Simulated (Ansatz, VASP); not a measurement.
## CaSe: VASP beside Ansatz

INCAR

```
SYSTEM = CaSe
ALGO = Normal
EDIFF = 1E-6
ENCUT = 520
GGA = CA
ISIF = 2
ISMEAR = -1
LASPH = .TRUE.
LCHARG = .FALSE.
LREAL = .FALSE.
LWAVE = .FALSE.
NBANDS = 15
NELM = 80
PREC = Accurate
SIGMA = 0.05
```

Contents of KPOINTS:

```
k-points
0
G
  8 8 8
  0 0 0
```

The input POSCAR:

```
CaSe
1.0
    0.0000000000      2.9755767295      2.9755767295
    2.9755767295      0.0000000000      2.9755767295
    2.9755767295      2.9755767295      0.0000000000
Se Ca
1 1
Direct
    0.5000000000      0.5000000000      0.5000000000
    0.0000000000      0.0000000000      0.0000000000
```

Contents of input.yaml:

```yaml
crystal:
  lattice:
    - [0.0, 2.9755767295, 2.9755767295]
    - [2.9755767295, 0.0, 2.9755767295]
    - [2.9755767295, 2.9755767295, 0.0]
  atoms:
    - { symbol: Se, position: [0.5, 0.5, 0.5] }
    - { symbol: Ca, position: [0.0, 0.0, 0.0] }
kpoints:
  mp_grid: { grid: [8, 8, 8] }
scf:
  occupations: { method: fermi_dirac, width: 0.05 }
hamiltonian:
  xc: lda
  pseudopotentials: { kind: all_electron, lapw: { basis_error: 0.001 } }
output:
  forces: true
  stress: true
  eigenvalues: true
```

Change from the starting cell: volume scaled by 1.02.

Alike in both runs: task single point; functional LDA; k mesh 8 × 8 × 8; occupations fermi-dirac, width 0.05 eV; no spin polarisation.

|  | VASP | Ansatz |
| --- | --- | --- |
| version | VASP 6.6.1 | Ansatz 0.2.0 |
| potentials or method | VASP PAW LDA potentials, release 64 (Se, Ca_sv), cutoff 520 eV | all-electron LAPW, scalar-relativistic |

```tsv
	VASP	Ansatz	Ansatz less VASP
gap on the k mesh at the Fermi level (eV)	1.91	1.92	+0.014
least direct gap on the mesh (eV)	2.83	2.85	+0.013
pressure (GPa)	-3.7	-4.0	-0.21
```

LDA's correlation is that of Perdew and Zunger in VASP and of Perdew and Wang (1992) in Ansatz. Ansatz ran all-electron here, and VASP with PAW potentials.
